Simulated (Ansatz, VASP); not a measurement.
## One calculation of MgS, two programs

The input POSCAR:

```
MgS
1.0
    3.6109100000      0.0000000000      0.0000000000
   -1.8054500000      3.1271400000      0.0000000000
    0.0000000000      0.0000000000      3.3052600000
Mg S
1 1
Direct
    0.0000000000      0.0000000000      0.5000000000
    0.6666700000      0.3333300000      0.0000000000
```

The input INCAR.step1:

```
PREC = Accurate ; ENCUT = 600
EDIFF = 1E-5 ; ISMEAR = -1
SIGMA = 0.05 ; LREAL = F
LASPH = T ; NELM = 80
ALGO = Normal ; LWAVE = T
LCHARG = F ; GGA = PE
NBANDS = 11
```

INCAR.step2

```
PREC = Accurate ; ENCUT = 600
EDIFF = 1E-6 ; ISMEAR = -1
SIGMA = 0.05 ; LREAL = F
LASPH = T ; NELM = 80
ALGO = Normal ; ISIF = 3
LWAVE = F ; LCHARG = F
GGA = PE ; LHFCALC = T
AEXX = 0.25 ; HFSCREEN = 0.3
PRECFOCK = Normal ; IBRION = 2
NSW = 60 ; EDIFFG = -0.01
ISTART = 1
```

KPOINTS

```
Automatic mesh
0
Gamma
  5 5 4
```

File input:

```
crystal:
  lattice:
    - [3.61091, 0.0, 0.0]
    - [-1.80545, 3.12714, 0.0]
    - [0.0, 0.0, 3.30526]
  atoms:
    - { symbol: Mg, position: [0.0, 0.0, 0.5] }
    - { symbol: S, position: [0.66667, 0.33333, 0.0] }
hamiltonian:
  xc: { exchange: pbe, correlation: pbe, exx: { coeff: 0.25, omega: 0.3 } }
  pseudopotentials: { kind: paw }
kpoints:
  mp_grid: { grid: [5, 5, 4] }
scf:
  occupations: { method: fermi_dirac, width: 0.05 }
output:
  forces: true
  stress: true
  eigenvalues: true
relax:
  f_tol: 0.01
  max_steps: 40
  cell: { stress_tol: 0.05 }
```

Alike in both runs: task relaxation of cell and atoms; functional PBE-based screened hybrid with a share of 0.25 of exact exchange and HFSCREEN = 0.3; k mesh 5 × 5 × 4; occupations fermi-dirac, width 0.05 eV; no spin polarisation.

```csv
,VASP,Ansatz
version,VASP 6.6.1,Ansatz 0.2.0
potentials or method,"VASP PAW PBE potentials, release 64 (Mg, S)",Ansatz PAW
plane-wave cutoff (eV),600,420
valence electrons in the cell,8,16
```

VASP gave:

```
gap on the k mesh at the Fermi level, each at its own relaxed structure (eV)  : 2.23
relaxed volume (Å³/atom)                                                      : 18.31
relaxed length of the cell vector where the two differ most in proportion (Å) : 3.585
```

Problem. Estimate Ansatz's values.

Solution. gap on the k mesh at the Fermi level, each at its own relaxed structure (eV): 2.27; relaxed volume (Å³/atom): 18.38; relaxed length of the cell vector where the two differ most in proportion (Å): 3.589.

VASP's potentials were made for PBE, not for PBE-based screened hybrid. VASP's potentials hold 8 valence electrons a cell and Ansatz's 16, so a difference there can come from the potentials and not from the codes.

The k mesh is coarse, so the values compare programs but aren't converged. Noted on Ansatz's run: odd divisions of the mesh miss points on the zone boundary, where band edges often lie, so the gap on the mesh can be too wide; the plane-wave basis is chosen anew once the cell has moved, so the energies of steps on either side of that aren't comparable.
